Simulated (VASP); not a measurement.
# CrO2 (P-3m1) in VASP: further runs

CrO2 is run at these levels: PBE; tasks: single point, relaxation of cell and atoms.

Everything below comes from runs of VASP 6.6.1. Logs are shortened: lines on timing, memory, paths and dates and some standing lists are left out, and cuts for length are marked.

## (1) The cell of the first run

It takes space group P-3m1 (No. 164, trigonal). The conventional cell has a = 2.894 Å, b = 2.894 Å, c = 5.343 Å, α = 90.00°, β = 90.00°, γ = 120.00°. Cr (site symmetry -3m) has 6 O at 1.92 Å within 2.5 Å. O (site symmetry 3m) has 3 Cr at 1.92 Å and 3 O at 2.53 Å within 2.6 Å.

## (2) Single point, PBE, collinear spin, ferromagnetic start

File INCAR:

```
PREC = Accurate
ENCUT = 600
EDIFF = 1E-6
ISMEAR = 0
SIGMA = 0.1
LREAL = False
LASPH = True
NELM = 200
ALGO = Normal
ISIF = 2
LWAVE = False
LCHARG = False
ISPIN = 2
MAGMOM = 0.48 -0.01 -0.01
LORBIT = 11
NUPDOWN = 0.5
LMAXMIX = 4
GGA = PE
NBANDS = 23
GGA_COMPAT = False
```

File KPOINTS:

```
regular mesh
0
Gamma
  18 18 8
```

File POSCAR:

```
CrO2
1.0
    2.8937217999      0.0000000000      0.0000000000
   -1.4468609000      2.5060365902      0.0000000000
    0.0000000000      0.0000000000      5.3431273234
Cr O
1 2
Direct
    0.0000000000      0.0000000000      0.0000000000
    0.3333333333      0.6666666667      0.1774269764
    0.6666666667      0.3333333333      0.8225730236
```

Potentials or basis: VASP PAW PBE potentials, release 64 (Cr_pv, O).

Started as:

```bash
cat potpaw_PBE.64/Cr_pv/POTCAR potpaw_PBE.64/O/POTCAR > POTCAR
mpirun -np 1 vasp_std > vasp.out
```

OUTCAR:

```text
PREC = Accurate
   ENCUT = 600
   EDIFF = 1E-6
   ISMEAR = 0
   LREAL = False
   LASPH = True
   NELM = 200
   ISIF = 2
   ISPIN = 2
   LORBIT = 11
   NUPDOWN = 0.5
   GGA = PE

 ion  position               nearest neighbor table
   1  0.000  0.000  0.000-   2 1.92   3 1.92   3 1.92   2 1.92   3 1.92   2 1.92
   2  0.333  0.667  0.177-   1 1.92   1 1.92   1 1.92
   3  0.667  0.333  0.823-   1 1.92   1 1.92   1 1.92

  LATTYP: Found a hexagonal cell.
 ALAT       =     2.8937217999
 C/A-ratio  =     1.8464550820

  Lattice vectors:

 A1 = (   2.8937217999,   0.0000000000,   0.0000000000)
 A2 = (  -1.4468609000,   2.5060365902,   0.0000000000)
 A3 = (   0.0000000000,   0.0000000000,   5.3431273234)

Analysis of symmetry for initial positions (statically):
=====================================================================
 Subroutine PRICEL returns:
 Original cell was already a primitive cell.

 Routine SETGRP: Setting up the symmetry group for a
 hexagonal supercell.

 Subroutine GETGRP returns: Found 12 space group operations
 (whereof 12 operations were pure point group operations)
 out of a pool of 24 trial point group operations.

The static configuration has the point symmetry D_3d.

Analysis of symmetry for dynamics (positions and initial velocities):
=====================================================================
 Subroutine PRICEL returns:
 Original cell was already a primitive cell.

 Routine SETGRP: Setting up the symmetry group for a
 hexagonal supercell.

 Subroutine GETGRP returns: Found 12 space group operations
 (whereof 12 operations were pure point group operations)
 out of a pool of 24 trial point group operations.

The dynamic configuration has the point symmetry D_3d.

Analysis of structural, dynamic, and magnetic symmetry:
=====================================================================
 Subroutine PRICEL returns:
 Original cell was already a primitive cell.

 Routine SETGRP: Setting up the symmetry group for a
 hexagonal supercell.

 Subroutine GETGRP returns: Found 12 space group operations
 (whereof 12 operations were pure point group operations)
 out of a pool of 24 trial point group operations.

The overall configuration has the point symmetry D_3d.

 Subroutine INISYM returns: Found 12 space group operations
 (whereof 12 operations are pure point group operations),
 and found     1 'primitive' translations

----------------------------------------------------------------------------------------

                                     Primitive cell

  volume of cell :      38.7471

  direct lattice vectors                    reciprocal lattice vectors
     2.893721800  0.000000000  0.000000000     0.345575722  0.199518236  0.000000000
    -1.446860900  2.506036590  0.000000000     0.000000000  0.399036472  0.000000000
     0.000000000  0.000000000  5.343127323     0.000000000  0.000000000  0.187156311

  length of vectors
     2.893721800  2.893721800  5.343127323     0.399036472  0.399036472  0.187156311

  position of ions in fractional coordinates (direct lattice)
     0.000000000  0.000000000  0.000000000
     0.333333333  0.666666667  0.177426976
     0.666666667  0.333333333  0.822573024

  ion indices of the primitive-cell ions
   primitive index   ion index
                 1           1
                 2           2
                 3           3

----------------------------------------------------------------------------------------

 KPOINTS: regular mesh

Automatic generation of k-mesh.
 Grid dimensions read from file:
 generate k-points for:   18   18    8

 Generating k-lattice:

  Cartesian coordinates                     Fractional coordinates (reciprocal lattice)
     0.019198651  0.011084346  0.000000000     0.055555556  0.000000000  0.000000000
     0.000000000  0.022168693  0.000000000     0.000000000  0.055555556  0.000000000
     0.000000000  0.000000000  0.023394539     0.000000000  0.000000000  0.125000000

  Length of vectors
     0.022168693  0.022168693  0.023394539

  Shift w.r.t. Gamma in fractional coordinates (k-lattice)
     0.000000000  0.000000000  0.000000000

 Subroutine IBZKPT returns following result:
 ===========================================

 Found    266 irreducible k-points:

 Following reciprocal coordinates:
            Coordinates               Weight
  0.000000  0.000000  0.000000      1.000000
  0.055556 -0.000000  0.000000      6.000000
  0.111111 -0.000000  0.000000      6.000000
  0.166667  0.000000  0.000000      6.000000
  0.222222  0.000000  0.000000      6.000000
  0.277778 -0.000000  0.000000      6.000000
[... 16 lines left out ...]
  0.333333  0.111111  0.000000     12.000000
  0.388889  0.111111  0.000000     12.000000
 [... further k-points ...]
   k-points           NKPTS =    266   k-points in BZ     NKDIM =    266   number of bands    NBANDS=     23
   number of dos      NEDOS =    301   number of ions     NIONS =      3
   total plane-waves  NPLWV =  27648
   dimension x,y,z NGX =    24 NGY =   24 NGZ =   48
   dimension x,y,z NGXF=    48 NGYF=   48 NGZF=   96
   ions per type =               1   2
   NGX,Y,Z   is equivalent  to a cutoff of  13.79, 13.79, 14.93 a.u.
   NGXF,Y,Z  is equivalent  to a cutoff of  27.58, 27.58, 29.87 a.u.
 SYSTEM =  unknown system
   PREC   = accura    normal or accurate (medium, high low for compatibility)
   ISTART =      0    job   : 0-new  1-cont  2-samecut
   ICHARG =      2    charge: 1-file 2-atom 10-const
   ISPIN  =      2    spin polarized calculation?
   LNONCOLLINEAR =      F non collinear calculations
   LSORBIT =      F    spin-orbit coupling
   LASPH  =      T    aspherical Exc in radial PAW
   ENCUT  =  600.0 eV  44.10 Ry    6.64 a.u.   5.78  5.78 10.67*2*pi/ulx,y,z
   NELM   =    200;   NELMIN=  2; NELMDL= -5     # of ELM steps
   EDIFF  = 0.1E-05   stopping-criterion for ELM
   LREAL  =      F    real-space projection
   EDIFFG = 0.1E-04   stopping-criterion for IOM
   NSW    =      0    number of steps for IOM
   IBRION =     -1    ionic relax: 0-MD 1-quasi-New 2-CG
   NFREE  =      0    steps in history (QN), initial steepest desc. (CG)
   ISIF   =      2    stress and relaxation
   ISYM   =      2    0-nonsym 1-usesym 2-fastsym
   POTIM  = 0.5000    time-step for ionic-motion
   TEBEG  =    0.0;   TEEND  =   0.0 temperature during run
   PSTRESS=    0.0 pullay stress
   NELECT =      24.0000    total number of electrons
   NUPDOWN=       0.5000    fix difference up-down
   EMIN   =  10.00;   EMAX   =-10.00  energy-range for DOS
   EFERMI =   0.00;   METHOD = LEGACY
   ISMEAR =     0;   SIGMA  =   0.10  broadening in eV -4-tet -1-fermi 0-gaus
   EFERMI_NEDOS =   21; number of points for ismear=-14 and -15
   IALGO  =     38    algorithm
   IMIX   =      4    mixing-type and parameters
     AMIX     =   0.40;   BMIX     =  1.00
     AMIX_MAG =   1.60;   BMIX_MAG =  1.00
  volume/ion in A,a.u.               =      12.92        87.16
  Fermi-wavevector in a.u.,A,eV,Ry     =   1.395507  2.637126 26.496526  1.947440
  Thomas-Fermi vector in A             =   2.518952
   LORBIT       =     11    0 simple, 1 ext, 2 COOP (PROOUT), +10 PAW based schemes
   GGA     = PE    functional components
   LHFCALC =     F    Hartree Fock is set to
   AEXX    =    0.0000 exact exchange contribution
   IVDW    =     0    specifies the selected vdW correction
   LEPSILON=     F    determine dielectric tensor
   LRPA    =     F    only Hartree local field effects (RPA)
 spin polarized calculation
 Gauss-broadening in eV      SIGMA  =   0.10
  energy-cutoff  :      600.00
  volume of cell :       38.75
 maximum number of plane-waves:      1311
   NGX = 11   NGY = 11   NGZ = 21

 number of electron      24.0000001 magnetization       0.4999990

 Free energy of the ion-electron system (eV)
  ---------------------------------------------------
  ext. energy  EPLUGINS =         0.00000000
  ---------------------------------------------------
  free energy    TOTEN  =       -24.05341558 eV

  energy without entropy =      -24.01779075  energy(sigma->0) =      -24.03560316

 E-fermi :   2.8120     XC(G=0):  -9.6550

 val. band max:        2.8117871735   @ k =   0.2778   0.2778   0.0000
 cond. band min:       2.3949287944   @ k =   0.1111   0.1111   0.5000
 fundamental gap:     -0.4168583791
 Fermi energy:         2.3908337082

 spin component 1

 k-point     1 :       0.0000    0.0000    0.0000
  band No.  band energies     occupation
      1     -41.9451      1.00000
      2     -41.9451      1.00000
      3     -41.7375      1.00000
      4     -17.4237      1.00000
      5     -15.3504      1.00000
      6      -3.5860      1.00000
[... 15 lines left out ...]
     22      21.9912      0.00000
     23      21.9912      0.00000
[... 575 lines left out ...]
      1     -42.1824      1.00000
      2     -42.0172      1.00000
      3     -41.6901      1.00000
      4     -16.0332      1.00000
      5     -15.7409      1.00000
      6      -4.1659      1.00000
[... 15 lines left out ...]
     22      18.3716      0.00000
     23      18.9121      0.00000

 [... further k-points ...]

 spin component 2

 k-point     1 :       0.0000    0.0000    0.0000
  band No.  band energies     occupation
      1     -41.3620      1.00000
      2     -41.3620      1.00000
      3     -41.1017      1.00000
      4     -17.4586      1.00000
      5     -15.4049      1.00000
      6      -3.4481      1.00000
[... 15 lines left out ...]
     22      22.1235      0.00000
     23      22.1235      0.00000
[... 575 lines left out ...]
      1     -41.6074      1.00000
      2     -41.4361      1.00000
      3     -41.0514      1.00000
      4     -16.0795      1.00000
      5     -15.7894      1.00000
      6      -4.0906      1.00000
[... 15 lines left out ...]
     22      18.4754      0.00000
     23      19.0194      0.00000

 [... further k-points ...]

------------------------ aborting loop because EDIFF is reached ----------------------------------------

  FORCE on cell =-STRESS in cart. coord.  units (eV):
  Direction    XX          YY          ZZ          XY          YZ          ZX
  --------------------------------------------------------------------------------------
  -------------------------------------------------------------------------------------
  Total       -1.4646555     -1.4646555      0.5280764      0.0000000     -0.0000000     -0.0000000
  in kB      -60.5628568    -60.5628568     21.8357263      0.0000000     -0.0000000     -0.0000000
  external PRESSURE =     -33.0966624 kB  Pullay stress =       0.0000000 kB

 VOLUME and BASIS-vectors are now :
 -----------------------------------------------------------------------------
  energy-cutoff  :      600.00
  volume of cell :       38.75
      direct lattice vectors                 reciprocal lattice vectors
     2.893721800  0.000000000  0.000000000     0.345575722  0.199518236  0.000000000
    -1.446860900  2.506036590  0.000000000     0.000000000  0.399036472  0.000000000
     0.000000000  0.000000000  5.343127323     0.000000000  0.000000000  0.187156311

 POSITION                                       TOTAL-FORCE (eV/Angst)
 -----------------------------------------------------------------------------------
      0.00000      0.00000      0.00000        -0.000000      0.000000      0.000000
     -0.00000      1.67069      0.94801        -0.000000     -0.000000      0.315970
      1.44686      0.83535      4.39511         0.000000      0.000000     -0.315970
 -----------------------------------------------------------------------------------
    total drift:                                0.000000     -0.000000      0.000000

  FREE ENERGIE OF THE ION-ELECTRON SYSTEM (eV)
  ---------------------------------------------------
  free  energy   TOTEN  =       -24.0534155802 eV

  energy  without entropy=      -24.0177907478  energy(sigma->0) =      -24.03560316

 total charge

# of ion       s       p       d       tot
------------------------------------------
    1        0.368   6.438   4.086  10.891
    2        1.579   3.408   0.000   4.987
    3        1.579   3.408   0.000   4.987
--------------------------------------------------
tot          3.525  13.254   4.086  20.865

 magnetization (x)

# of ion       s       p       d       tot
------------------------------------------
    1        0.008   0.004   0.555   0.567
    2       -0.000  -0.035   0.000  -0.035
    3       -0.000  -0.035   0.000  -0.035
--------------------------------------------------
tot          0.007  -0.066   0.555   0.496
```

Run time: 4.8 min. Hardware: 1 thread of Intel Xeon 6975P-C (Granite Rapids), shared host; peak memory 0.5 GiB.

Results:

* Free energy: -24.0534 eV
* Pressure: -3.3 GPa
* Largest force: 0.316 eV/Å
* Net moment: 0.50 μB per cell
* Site moments: Cr +0.57; O -0.04 μB
* Valence electrons inside the program's atomic spheres: Cr 10.89; O 4.99

Forces on the atoms (eV/Å):
```
Cr   0.000  0.000  0.000
O    0.000  0.000  0.316
O    0.000  0.000 -0.316
```

Caveat: the stress differs along the axes, from -6 to 2 GPa; the total moment is fixed, so each spin has its own Fermi level and the state may be an excited one; a cell with one magnetic atom can't hold antiferromagnetic order, which such compounds often take.

## (3) Relaxation of cell and atoms, PBE, collinear spin, ferromagnetic start

This run uses another cell than the first one, of 10.52 Å³/atom.

File INCAR:

```
  PREC = Accurate
  ENCUT = 600
  EDIFF = 1E-7
  ISMEAR = 0
  SIGMA = 0.1
  LREAL = F
  LASPH = T
  NELM = 150
  ALGO = Normal
  ISIF = 3
  LWAVE = F
  LCHARG = F
  ISPIN = 2
  MAGMOM = 1.94 0 0
  LORBIT = 11
  LMAXMIX = 4
  GGA = PE
  IBRION = 2
  NSW = 100
  EDIFFG = -0.05
```

File KPOINTS:

```
regular mesh
0
Gamma
  12 12 4
```

File POSCAR:

```
CrO2
1.0
    2.8314000000      0.0000000000      0.0000000000
   -1.4157000000      2.4520643283      0.0000000000
    0.0000000000      0.0000000000      4.5443900107
Cr O
1 2
Direct
    0.0000000000      0.0000000000      0.0000000000
    0.3333333333      0.6666666667      0.2458404764
    0.6666666667      0.3333333333      0.7541595236
```

Potentials or basis: VASP PAW PBE potentials, release 64 (Cr_pv, O).

Started as:

```bash
cat potpaw_PBE.64/Cr_pv/POTCAR potpaw_PBE.64/O/POTCAR > POTCAR
mpirun -np 1 vasp_std > vasp.out
```

Run time: 6.4 min. Hardware: 1 thread of Intel Xeon Platinum 8559C (Emerald Rapids), shared host; peak memory 0.23 GiB.

The run converged. Its results:

```yaml
Free_energy: -24.6925 eV
Relaxed_volume: 12.18 Å³/atom
Relaxed_cell: a = 2.895 Å, b = 2.895 Å, c = 5.034 Å, α = 90.00°, β = 90.00°, γ = 120.00°
Space_group_after_relaxing_to_0.1_Å: P-3m1 (No. 164)
Energy_gained_by_relaxing: 138.9 meV/atom
Ionic_steps: 14
Pressure_after_relaxing: 0.0 GPa
Largest_force_after_relaxing: 0.033 eV/Å
Band_gap_on_the_k_mesh: zero (filled and empty bands overlap)
Net_moment: 2.00 μB per cell
Site_moments: Cr +2.08; O -0.06 μB
Valence_electrons_inside_the_program's_atomic_spheres: Cr 10.86; O 5.00
```

Forces in eV/Å, atoms in the order of the input:
```
Cr   0.000  0.000  0.000
O    0.000  0.000 -0.033
O    0.000  0.000  0.033
```

Stress tensor (GPa, compression positive):
```
 0.12  0.00  0.00
 0.00  0.12  0.00
 0.00  0.00 -0.23
```

The path:
| step | energy change (eV) | largest force (eV/Å) | pressure (GPa) | volume (Å³) |
| --- | --- | --- | --- | --- |
| 1 | 0.0000 | 2.4271 | -11.08 | 31.55 |
| 2 | -0.0823 | 1.4991 | 30.18 | 28.32 |
| 3 | -0.2618 | 0.5117 | 8.13 | 29.72 |
| 4 | -0.3593 | 0.3700 | 0.53 | 31.26 |
| 5 | -0.3623 | 0.3380 | -0.98 | 31.59 |
| 6 | -0.3705 | 0.0702 | 2.32 | 31.61 |
| 7 | -0.3705 | 0.0486 | 2.16 | 31.61 |
| 8 | -0.3804 | 0.0460 | 1.31 | 32.11 |
| 9 | -0.3971 | 0.0432 | -0.65 | 33.64 |
| 10 | -0.3960 | 0.0793 | -2.86 | 36.76 |
| 11 | -0.4002 | 0.0871 | -1.91 | 35.43 |
| 12 | -0.4098 | 0.1740 | -0.01 | 35.65 |
| 13 | -0.4123 | 0.2585 | 1.75 | 35.84 |
| 14 | -0.4168 | 0.0334 | 0.00 | 36.54 |

Final structure:
```
Cr O
1.0
     2.89516    0.00000    0.00000
    -1.44758    2.50728    0.00000
     0.00000    0.00000    5.03370
Cr O
1 2
Direct
  0.00000 0.00000 0.00000
  0.33333 0.66667 0.18916
  0.66667 0.33333 0.81084
```

Levels at points of the mesh, in eV from the Fermi level:
Spin up:
```tsv
k point	band 9	band 10	band 11	band 12	band 13	band 14	band 15	band 16	band 17
(0.00, 0.00, 0.00)	-1.61	-1.59	-1.59	-1.29	-1.29	0.64	3.66	3.66	4.89
(0.50, 0.00, 0.00)	-3.78	-2.95	-2.35	-0.72	-0.58	-0.04	2.99	3.51	4.89
(0.00, 0.00, 0.50)	-2.39	-1.60	-1.60	-1.29	-1.29	0.79	3.68	3.68	4.89
(0.50, 0.00, 0.50)	-3.68	-2.91	-2.04	-0.75	-0.58	-0.08	2.98	3.48	4.89
```
Spin down:
```
           k point  band 8  band 9  band 10  band 11  band 12  band 13  band 14  band 15
(0.00, 0.00, 0.00)   -5.16   -1.72    -1.67    -1.67     1.09     1.09     2.57     4.55
(0.50, 0.00, 0.00)   -4.35   -3.33    -2.96    -2.42     1.28     1.96     2.12     4.01
(0.00, 0.00, 0.50)   -5.01   -2.49    -1.68    -1.68     1.09     1.09     2.65     4.57
(0.50, 0.00, 0.50)   -4.37   -3.25    -2.93    -2.11     1.26     1.96     2.11     4.00
```

Caveat: the volume moved by over 15 % at a fixed basis, so the end points are rough; a cell with one magnetic atom can't hold antiferromagnetic order, which such compounds often take; semilocal functionals often make such compounds metallic where correlation or magnetic order opens a gap, which also shifts bond lengths; the relaxation stopped at a loose force limit of 0.05 eV/Å, so its end isn't a converged minimum.
